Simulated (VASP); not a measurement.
# HfSn3S8 in VASP: further runs

HfSn3S8 is run at these levels: PBE; tasks: single point.

Everything below comes from runs of VASP 6.6.1. Logs are shortened: lines on timing, memory, paths and dates and some standing lists are left out, and cuts for length are marked.

### Step 1. The cell of the first run

The structure is trigonal, space group P-3m1 (No. 164). Conventional cell: a = 7.398 Å, b = 7.398 Å, c = 6.817 Å, α = 90.00°, β = 90.00°, γ = 120.00°. Within 3.4 Å of Hf (site symmetry -3m) lie 6 S at 2.58 Å. Within 3.4 Å of Sn (site symmetry 2/m) lie 6 S at 2.59 to 2.60 Å. S (site symmetry m) has 1 Hf at 2.58 Å and 2 Sn at 2.60 Å within 3.4 Å. Within 3.4 Å of S (site symmetry 3m) lie 3 Sn at 2.59 Å.

### Step 2. Single point, PBE

INCAR reads:

```
ALGO     = Normal         # electronic algorithm
EDIFF    = 1E-6           # SCF threshold, eV
ENCUT    = 520            # plane-wave cutoff, eV
GGA      = PE             # functional
ISIF     = 2              # what is computed and relaxed
ISMEAR   = 0              # smearing method
LASPH    = T              # aspherical terms in the spheres
LCHARG   = F              # write CHGCAR
LREAL    = F              # projectors in reciprocal space
LWAVE    = F              # write WAVECAR
NBANDS   = 62             # bands
NELM     = 100            # most SCF steps
PREC     = Accurate       # precision mode
SIGMA    = 0.1            # smearing width, eV
```

KPOINTS reads:

```
k-points
0
Gamma
  2 3 3
```

POSCAR reads:

```
HfSn3S8
1.0
    0.0000000000      0.0000000000      6.8166630000
    7.3978110740     -0.0000000289      0.0000000000
   -3.6989055120      6.4066923369      0.0000000000
Hf Sn S
1 3 8
Direct
    0.0000000000      0.0000000000      0.0000000000
    0.0000000000      0.5000000000      0.5000000000
    0.0000000000      0.5000000000      0.0000000000
    0.0000000000      1.0000000000      0.5000000000
    0.2165610000      0.6693210000      0.8346605000
    0.2148820000      0.6666666667      0.3333333333
    0.2165610000      0.1653395000      0.8346605000
    0.2165610000      0.1653395000      0.3306790000
    0.7834390000      0.8346605000      0.6693210000
    0.7834390000      0.8346605000      0.1653395000
    0.7851180000      0.3333333333      0.6666666667
    0.7834390000      0.3306790000      0.1653395000
```

Potentials or basis: VASP PAW PBE potentials, release 64 (Hf_pv, Sn_d, S).

On the command line:

```sh
$ cat potpaw_PBE.64/Hf_pv/POTCAR potpaw_PBE.64/Sn_d/POTCAR potpaw_PBE.64/S/POTCAR > POTCAR
$ mpirun -np 1 vasp_std > vasp.out
```

OUTCAR:

```text
EDIFF = 1E-6
   ENCUT = 520
   GGA = PE
   ISIF = 2
   ISMEAR = 0
   LASPH = T
   LREAL = F
   NELM = 100
   PREC = Accurate

 ion  position               nearest neighbor table
   1  0.000  0.000  0.000-   8 2.58   9 2.58   5 2.58  12 2.58  10 2.58   7 2.58   2 3.70   2 3.70
                             4 3.70   4 3.70   3 3.70   3 3.70
   2  0.000  0.500  0.500-   6 2.59  11 2.59   5 2.60  12 2.60   8 2.60   9 2.60   1 3.70   1 3.70
                             3 3.70   3 3.70   4 3.70   4 3.70
   3  0.000  0.500  0.000-   6 2.59  11 2.59  10 2.60   7 2.60   5 2.60  12 2.60   4 3.70   4 3.70
                             2 3.70   2 3.70   1 3.70   1 3.70
   4  0.000  0.000  0.500-   6 2.59  11 2.59  10 2.60   7 2.60   8 2.60   9 2.60   3 3.70   3 3.70
                             1 3.70   1 3.70   2 3.70   2 3.70
   5  0.217  0.669  0.835-   1 2.58   2 2.60   3 2.60
   6  0.215  0.667  0.333-   3 2.59   4 2.59   2 2.59
   7  0.217  0.165  0.835-   1 2.58   4 2.60   3 2.60
   8  0.217  0.165  0.331-   1 2.58   2 2.60   4 2.60
   9  0.783  0.835  0.669-   1 2.58   2 2.60   4 2.60
  10  0.783  0.835  0.165-   1 2.58   4 2.60   3 2.60
  11  0.785  0.333  0.667-   3 2.59   4 2.59   2 2.59
  12  0.783  0.331  0.165-   1 2.58   2 2.60   3 2.60

  LATTYP: Found a hexagonal cell.
 ALAT       =     7.3978110740
 C/A-ratio  =     0.9214432393

  Lattice vectors:

 A1 = (   7.3978110740,  -0.0000000289,   0.0000000000)
 A2 = (  -3.6989055120,   6.4066923369,   0.0000000000)
 A3 = (   0.0000000000,   0.0000000000,   6.8166630000)

Analysis of symmetry for initial positions (statically):
=====================================================================
 Subroutine PRICEL returns:
 Original cell was already a primitive cell.

 Routine SETGRP: Setting up the symmetry group for a
 hexagonal supercell.

 Subroutine GETGRP returns: Found 12 space group operations
 (whereof 12 operations were pure point group operations)
 out of a pool of 24 trial point group operations.

The static configuration has the point symmetry D_3d.

Analysis of symmetry for dynamics (positions and initial velocities):
=====================================================================
 Subroutine PRICEL returns:
 Original cell was already a primitive cell.

 Routine SETGRP: Setting up the symmetry group for a
 hexagonal supercell.

 Subroutine GETGRP returns: Found 12 space group operations
 (whereof 12 operations were pure point group operations)
 out of a pool of 24 trial point group operations.

The dynamic configuration has the point symmetry D_3d.

 Subroutine INISYM returns: Found 12 space group operations
 (whereof 12 operations are pure point group operations),
 and found     1 'primitive' translations

----------------------------------------------------------------------------------------

                                     Primitive cell

  volume of cell :     323.0791

  direct lattice vectors                    reciprocal lattice vectors
     0.000000000  0.000000000  6.816663000     0.000000000  0.000000000  0.146699345
     7.397811074 -0.000000029  0.000000000     0.135175120  0.078043391  0.000000000
    -3.698905512  6.406692337  0.000000000     0.000000001  0.156086784  0.000000000

  length of vectors
     6.816663000  7.397811074  7.397811074     0.146699345  0.156086784  0.156086784

  position of ions in fractional coordinates (direct lattice)
     0.000000000  0.000000000  0.000000000
     0.000000000  0.500000000  0.500000000
     0.000000000  0.500000000  0.000000000
     0.000000000  0.000000000  0.500000000
     0.216561000  0.669321000  0.834660500
     0.214882000  0.666666667  0.333333333
     0.216561000  0.165339500  0.834660500
     0.216561000  0.165339500  0.330679000
     0.783439000  0.834660500  0.669321000
     0.783439000  0.834660500  0.165339500
     0.785118000  0.333333333  0.666666667
     0.783439000  0.330679000  0.165339500

  ion indices of the primitive-cell ions
   primitive index   ion index
                 1           1
                 2           2
                 3           3
                 4           4
                 5           5
                 6           6
                 7           7
                 8           8
                 9           9
                10          10
                11          11
                12          12

----------------------------------------------------------------------------------------

 KPOINTS: k-points

Automatic generation of k-mesh.
 Grid dimensions read from file:
 generate k-points for:    2    3    3

 Generating k-lattice:

  Cartesian coordinates                     Fractional coordinates (reciprocal lattice)
     0.000000000  0.000000000  0.073349673     0.500000000  0.000000000  0.000000000
     0.045058373  0.026014464  0.000000000     0.000000000  0.333333333  0.000000000
     0.000000000  0.052028928  0.000000000     0.000000000  0.000000000  0.333333333

[... 68 lines left out ...]
 non-spin polarized calculation
 Gauss-broadening in eV      SIGMA  =   0.10
  energy-cutoff  :      520.00
  volume of cell :      323.08
 maximum number of plane-waves:      8719
 NGX is ok and might be reduce to    54
   NGX = 25   NGY = 27   NGZ = 27

 number of electron     100.0000014 magnetization

 Free energy of the ion-electron system (eV)
  ---------------------------------------------------
  ext. energy  EPLUGINS =         0.00000000
  ---------------------------------------------------
  free energy    TOTEN  =       -62.00756728 eV

  energy without entropy =      -62.00756728  energy(sigma->0) =      -62.00756728

 E-fermi :   2.8277     XC(G=0):  -8.5895

 val. band max:        2.3893896277   @ k =   0.0000   0.3333   0.3333
 cond. band min:       3.2795703012   @ k =   0.0000   0.0000   0.0000
 fundamental gap:      0.8901806735
 Fermi energy:         2.8276623623

 k-point     1 :       0.0000    0.0000    0.0000
  band No.  band energies     occupation
      1     -28.0972      2.00000
      2     -28.0972      2.00000
      3     -28.0648      2.00000
      4     -18.5688      2.00000
      5     -18.5244      2.00000
      6     -18.5244      2.00000
[... 54 lines left out ...]
     61       8.1066      0.00000
     62       8.1112      0.00000

 k-point     2 :       0.5000    0.0000    0.0000
  band No.  band energies     occupation
      1     -28.0972      2.00000
      2     -28.0972      2.00000
      3     -28.0648      2.00000
      4     -18.5688      2.00000
      5     -18.5244      2.00000
      6     -18.5244      2.00000
[... 54 lines left out ...]
     61       8.0709      0.00000
     62       8.0736      0.00000

 k-point     3 :       0.0000    0.3333    0.0000
  band No.  band energies     occupation
      1     -28.0973      2.00000
      2     -28.0972      2.00000
      3     -28.0648      2.00000
      4     -18.5504      2.00000
      5     -18.5218      2.00000
      6     -18.5074      2.00000
[... 54 lines left out ...]
     61       8.1896      0.00000
     62       8.3705      0.00000

 k-point     4 :       0.5000    0.3333    0.0000
  band No.  band energies     occupation
      1     -28.0973      2.00000
      2     -28.0972      2.00000
      3     -28.0648      2.00000
      4     -18.5504      2.00000
      5     -18.5218      2.00000
      6     -18.5075      2.00000
[... 54 lines left out ...]
     61       8.0335      0.00000
     62       8.3836      0.00000

 k-point     5 :       0.0000    0.3333    0.3333
  band No.  band energies     occupation
      1     -28.0973      2.00000
      2     -28.0973      2.00000
      3     -28.0648      2.00000
      4     -18.5259      2.00000
      5     -18.5259      2.00000
      6     -18.5181      2.00000
[... 54 lines left out ...]
     61       8.2070      0.00000
     62       8.2133      0.00000

 k-point     6 :       0.5000    0.3333    0.3333
  band No.  band energies     occupation
      1     -28.0973      2.00000
      2     -28.0973      2.00000
      3     -28.0648      2.00000
      4     -18.5260      2.00000
      5     -18.5260      2.00000
      6     -18.5181      2.00000
[... 54 lines left out ...]
     61       8.0394      0.00000
     62       8.3691      0.00000

------------------------ aborting loop because EDIFF is reached ----------------------------------------

  FORCE on cell =-STRESS in cart. coord.  units (eV):
  Direction    XX          YY          ZZ          XY          YZ          ZX
  --------------------------------------------------------------------------------------
  -------------------------------------------------------------------------------------
  Total       -0.3956251     -0.3956251     -0.2997041      0.0000000      0.0000000     -0.0000000
  in kB       -1.9619390     -1.9619390     -1.4862582      0.0000000      0.0000000     -0.0000000
  external PRESSURE =      -1.8033787 kB  Pullay stress =       0.0000000 kB

 VOLUME and BASIS-vectors are now :
 -----------------------------------------------------------------------------
  energy-cutoff  :      520.00
  volume of cell :      323.08
      direct lattice vectors                 reciprocal lattice vectors
     0.000000000  0.000000000  6.816663000     0.000000000  0.000000000  0.146699345
     7.397811074 -0.000000029  0.000000000     0.135175120  0.078043391  0.000000000
    -3.698905512  6.406692337  0.000000000     0.000000001  0.156086784  0.000000000

 POSITION                                       TOTAL-FORCE (eV/Angst)
 -----------------------------------------------------------------------------------
      0.00000      0.00000      0.00000         0.000000      0.000000     -0.000000
      1.84945      3.20335      0.00000         0.000000      0.000000     -0.000000
      3.69891     -0.00000      0.00000        -0.000000      0.000000     -0.000000
     -1.84945      3.20335      0.00000        -0.000000      0.000000     -0.000000
      1.86418      5.34741      1.47622         0.024670      0.014243     -0.032722
      3.69891      2.13556      1.46478        -0.000000      0.000000     -0.011891
     -1.86418      5.34741      1.47622        -0.024670      0.014243     -0.032722
      0.00000      2.11856      1.47622        -0.000000     -0.028486     -0.032722
      3.69891      4.28813      5.34044         0.000000      0.028486      0.032722
      5.56309      1.05928      5.34044         0.024670     -0.014243      0.032722
      0.00000      4.27113      5.35188         0.000000      0.000000      0.011891
      1.83473      1.05928      5.34044        -0.024670     -0.014243      0.032722
 -----------------------------------------------------------------------------------
    total drift:                               -0.000000      0.000000      0.000000

  FREE ENERGIE OF THE ION-ELECTRON SYSTEM (eV)
  ---------------------------------------------------
  free  energy   TOTEN  =       -62.0075672822 eV

  energy  without entropy=      -62.0075672822  energy(sigma->0) =      -62.00756728
```

Run time: 5.3 min. Hardware: 1 thread of Intel Xeon 8259CL, shared host; peak memory 0.48 GiB.

Results:

```
Free energy            : -62.0076 eV
Pressure               : -0.2 GPa
Largest force          : 0.043 eV/Å
Band gap on the k mesh : 0.89 eV (least direct gap 0.97 eV)
```

Forces in eV/Å, atoms in the order of the input:
```
Hf   0.000  0.000  0.000
Sn   0.000  0.000  0.000
Sn   0.000  0.000  0.000
Sn   0.000  0.000  0.000
S    0.025  0.014 -0.033
S    0.000  0.000 -0.012
S   -0.025  0.014 -0.033
S    0.000 -0.028 -0.033
S    0.000  0.028  0.033
S    0.025 -0.014  0.033
S    0.000  0.000  0.012
S   -0.025 -0.014  0.033
```

Caveat: the k points lie up to 0.46 Å⁻¹ apart; spin-orbit coupling is left out, which moves the levels of the heavy elements; this functional lacks dispersion, which binds layers or chains, so the pressure and a relaxed spacing across them are unreliable.

### Step 3. Single point, PBE

INCAR reads:

```
  PREC = Accurate
  ENCUT = 520
  EDIFF = 1E-6
  ISMEAR = 0
  SIGMA = 0.1
  LREAL = F
  LASPH = T
  NELM = 80
  ALGO = Normal
  ISIF = 2
  LWAVE = F
  LCHARG = F
  GGA = PE
  NBANDS = 62
```

KPOINTS reads:

```
Automatic mesh
0
Gamma
  3 3 4
```

POSCAR reads:

```
HfSn3S8
1.0
    7.3978111000      0.0000000000      0.0000000000
   -3.6989055000      6.4066923000      0.0000000000
    0.0000000000      0.0000000000      6.8166630000
Hf Sn S
1 3 8
Direct
    0.0000000000      0.0000000000      0.0000000000
    0.5000000000      0.5000000000      0.0000000000
    0.5000000000      0.0000000000      0.0000000000
    0.0000000000      0.5000000000      0.0000000000
    0.6693210000      0.8346605000      0.2165610000
    0.6666667000      0.3333333000      0.2148820000
    0.1653395000      0.8346605000      0.2165610000
    0.1653395000      0.3306790000      0.2165610000
    0.8346605000      0.6693210000      0.7834390000
    0.8346605000      0.1653395000      0.7834390000
    0.3333333000      0.6666667000      0.7851180000
    0.3306790000      0.1653395000      0.7834390000
```

Potentials or basis: VASP PAW PBE potentials, release 64 (Hf_pv, Sn_d, S).

On the command line:

```sh
$ cat potpaw_PBE.64/Hf_pv/POTCAR potpaw_PBE.64/Sn_d/POTCAR potpaw_PBE.64/S/POTCAR > POTCAR
$ mpirun -np 1 vasp_std > vasp.out
```

Wall time 7.5 min (1 thread of Intel Xeon 8259CL, shared host); peak memory 0.52 GiB.

Results (log left out):

```
Free energy            : -62.0115 eV
Pressure               : -0.2 GPa
Largest force          : 0.043 eV/Å
Band gap on the k mesh : 0.89 eV (least direct gap 0.97 eV)
```

Forces in eV/Å, atoms in the order of the input:
```
Hf   0.000  0.000  0.000
Sn   0.000  0.000  0.000
Sn   0.000  0.000  0.000
Sn   0.000  0.000  0.000
S    0.026  0.015 -0.030
S    0.000  0.000 -0.013
S   -0.026  0.015 -0.030
S    0.000 -0.030 -0.030
S    0.000  0.030  0.030
S    0.026 -0.015  0.030
S    0.000  0.000  0.013
S   -0.026 -0.015  0.030
```

Levels at points of the mesh, in eV from the valence-band top:
| k point | band 48 | band 49 | band 50 | band 51 | band 52 | band 53 |
| --- | --- | --- | --- | --- | --- | --- |
| (0.00, 0.00, 0.00) | -0.19 | -0.08 | -0.08 | 0.89 | 0.89 | 1.57 |
| (0.00, 0.00, 0.50) | -0.25 | -0.07 | -0.07 | 0.91 | 0.91 | 1.67 |

Caveat: spin-orbit coupling is left out, which moves the levels of the heavy elements; this functional lacks dispersion, which binds layers or chains, so the pressure and a relaxed spacing across them are unreliable. A k mesh can miss the band edges.

### Step 4. Single point, PBE

This run uses another cell than the first one, of 28.16 Å³/atom.

INCAR reads:

```
SYSTEM = HfSn3S8
PREC = Accurate
ENCUT = 520
EDIFF = 1E-6
ISMEAR = 0
SIGMA = 0.1
LREAL = .FALSE.
LASPH = .TRUE.
NELM = 100
ALGO = Normal
ISIF = 2
LWAVE = .FALSE.
LCHARG = .TRUE.
GGA = PE
LELF = .TRUE.
LVHAR = .TRUE.
NBANDS = 62
```

KPOINTS reads:

```
Automatic mesh
0
G
  2 3 3
  0 0 0
```

POSCAR reads:

```
HfSn3S8
1.0
    0.0735466964     -0.0034931906      7.1267898006
    7.3999045724     -0.0001255513      0.0846027144
   -3.6997526749      6.4088889693     -0.0437155211
Hf Sn S
1 3 8
Direct
   -0.0028089799     -0.0000018707     -0.0000338489
    0.0009654742      0.4997802738      0.5001377129
    0.0008246293      0.4998174418     -0.0003142705
    0.0008557619      1.0003123770      0.5002062883
    0.2068231979      0.6658118648      0.8352020156
    0.2058937476      0.6624593686      0.3334791144
    0.2067767421      0.1607953057      0.8351749655
    0.2068104596      0.1607640700      0.3301498519
    0.7929685630      0.8383840178      0.6681623131
    0.7929630048      0.8384065126      0.1656547046
    0.7949668423      0.3375775794      0.6664906167
    0.7929605574      0.3358930591      0.1656905367
```

On the command line:

```sh
$ cat potpaw_PBE.64/Hf_pv/POTCAR potpaw_PBE.64/Sn_d/POTCAR potpaw_PBE.64/S/POTCAR > POTCAR
$ mpirun -np 1 vasp_std > vasp.out
```

Wall time 8.5 min (1 thread of Intel Xeon 8259CL, shared host); peak memory 0.52 GiB.

Results (log left out):

```yaml
Free_energy: -62.0078 eV
Pressure: -0.2 GPa
Largest_force: 0.043 eV/Å
Band_gap_on_the_k_mesh: 0.92 eV (least direct gap 0.97 eV)
```

Forces on the atoms (eV/Å):
```
Hf   0.002  0.000  0.006
Sn   0.002  0.000 -0.002
Sn   0.000  0.001  0.000
Sn   0.001 -0.002  0.000
S    0.027  0.015 -0.018
S    0.001  0.000 -0.002
S   -0.027  0.016 -0.020
S    0.000 -0.032 -0.019
S   -0.001  0.038  0.018
S    0.032 -0.018  0.018
S   -0.001  0.000  0.000
S   -0.034 -0.019  0.018
```

Stress tensor (GPa, compression positive):
```
-0.22  0.00 -0.01
 0.00 -0.22  0.00
-0.01  0.00 -0.15
```

Levels at points of the mesh, in eV from the valence-band top:
| k point | band 47 | band 48 | band 49 | band 50 | band 51 | band 52 | band 53 | band 54 |
| --- | --- | --- | --- | --- | --- | --- | --- | --- |
| (0.00, 0.00, 0.00) | -0.25 | -0.17 | -0.04 | -0.04 | 0.92 | 0.93 | 1.61 | 3.29 |
| (0.50, 0.00, 0.00) | -0.22 | -0.20 | -0.04 | -0.04 | 0.94 | 0.94 | 1.70 | 3.53 |

Caveat: the k points lie up to 0.44 Å⁻¹ apart; spin-orbit coupling is left out, which moves the levels of the heavy elements. A k mesh can miss the band edges.

### Step 5. Summary

```csv
cell,k mesh,gap on the mesh (eV),pressure (GPa),largest force (eV/Å)
"a = 6.817, b = 7.398, c = 7.398 Å, angles 120.0, 90.0, 90.0°, 12 atoms, atomic positions A",2 × 3 × 3,0.89,-0.2,0.04
"a = 7.398, b = 7.398, c = 6.817 Å, angles 90.0, 90.0, 120.0°, 12 atoms, atomic positions A",3 × 3 × 4,0.89,-0.2,0.04
"a = 7.127, b = 7.400, c = 7.400 Å, angles 120.0, 90.7, 88.8°, 12 atoms, atomic positions B",2 × 3 × 3,0.92,-0.2,0.04
```

Alike in all rows: task single point; level PBE; potentials or basis VASP PAW PBE potentials, release 64 (Hf_pv, Sn_d, S); no spin polarisation; cutoff (eV) 520; smearing gaussian 0.1 eV.

Caveats: some runs use coarse meshes; spin-orbit coupling is left out, which moves the levels of the heavy elements; this functional lacks dispersion, which binds layers or chains, so the pressure and a relaxed spacing across them are unreliable (at least some runs).

Absolute energies hang on the potentials; compare differences alone.
